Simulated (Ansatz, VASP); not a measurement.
Two plane-wave programs on TiAl3

POSCAR

```
TiAl3
1.0
    2.7813903699      0.0000000000      0.0000000000
    0.0000000000      4.6707686836      0.0000000000
    0.0000000000      0.0000000000      4.8925418607
Ti Al
1 3
Direct
    0.0000000000      0.5000000000      0.1631807984
    0.5000000000      0.5000000000      0.6640624228
    0.5000000000      0.0000000000      0.3330837805
    0.0000000000      0.0000000000      0.8396719983
```

Contents of INCAR.step1:

```
SYSTEM = TiAl3
  ALGO = Normal
  EDIFF = 1E-5
  ENCUT = 520
  GGA = PE
  ISIF = 2
  ISMEAR = 0
  KPAR = 4
  LASPH = .True.
  LCHARG = .False.
  LREAL = .False.
  LWAVE = .True.
  NBANDS = 18
  NELM = 60
  PREC = Accurate
  SIGMA = 0.1
```

Contents of INCAR.step2:

```
SYSTEM = TiAl3
  ALGO = Normal
  EDIFF = 1E-6
  ENCUT = 520
  GGA = PE
  HFSCREEN = 0.2079
  ISIF = 2
  ISMEAR = 0
  ISTART = 1
  KPAR = 4
  LASPH = .True.
  LCHARG = .False.
  LHFCALC = .True.
  LREAL = .False.
  LWAVE = .False.
  NBANDS = 18
  NELM = 60
  PREC = Accurate
  PRECFOCK = Normal
  SIGMA = 0.1
```

Contents of KPOINTS:

```
k-points
0
Gamma
  6 4 4
  0 0 0
```

Input for Ansatz:

```yaml
crystal:
  lattice:
    - [2.7813903699, 0.0, 0.0]
    - [0.0, 4.6707686836, 0.0]
    - [0.0, 0.0, 4.8925418607]
  atoms:
    - { symbol: Ti, position: [0.0, 0.5, 0.1631807984] }
    - { symbol: Al, position: [0.5, 0.5, 0.6640624228] }
    - { symbol: Al, position: [0.5, 0.0, 0.3330837805] }
    - { symbol: Al, position: [0.0, 0.0, 0.8396719983] }
basis:
  ecutwfc: 420
kpoints:
  mp_grid: { grid: [6, 4, 4] }
hamiltonian:
  xc: hse06
  pseudopotentials: { kind: paw, azcp: { folder: soft_1 } }
scf:
  occupations: { method: gaussian, width: 0.1 }
output:
  forces: true
  stress: true
  eigenvalues: true
```

Alike in both runs: task single point; functional HSE06; k mesh 6 × 4 × 4; occupations gaussian, width 0.1 eV; no spin polarisation.

|  | VASP | Ansatz |
| --- | --- | --- |
| version | VASP 6.6.1 | Ansatz 0.2.0 |
| potentials or method | VASP PAW PBE potentials, release 64 (Ti_sv, Al), cutoff 520 eV | scalar-relativistic, plane waves, PAW |
| valence electrons in the cell | 21 | 21 |

Ansatz gave:

- gap on the k mesh at the Fermi level (eV): none
- pressure (GPa): 1.0
- traceless stress, the component that is largest in VASP (GPa): 0.92
- rms of the force components (eV/Å): 0.027

Q: What did VASP give for the same quantities?

A: gap on the k mesh at the Fermi level (eV): none; pressure (GPa): 0.9; traceless stress, the component that is largest in VASP (GPa): 0.88; rms of the force components (eV/Å): 0.028.

Atom by atom the forces differ by 0.001 eV/Å (rms over components). A gap of «none» marks a metal or a gap that the smearing closes. With one functional, cell and mesh, what is left measures potentials, basis and numerics. Ansatz's warnings: filled band counts differ across k points, stress exchange threshold loose, stress scf threshold loose.

The k mesh is coarse, so the values compare programs but aren't converged.
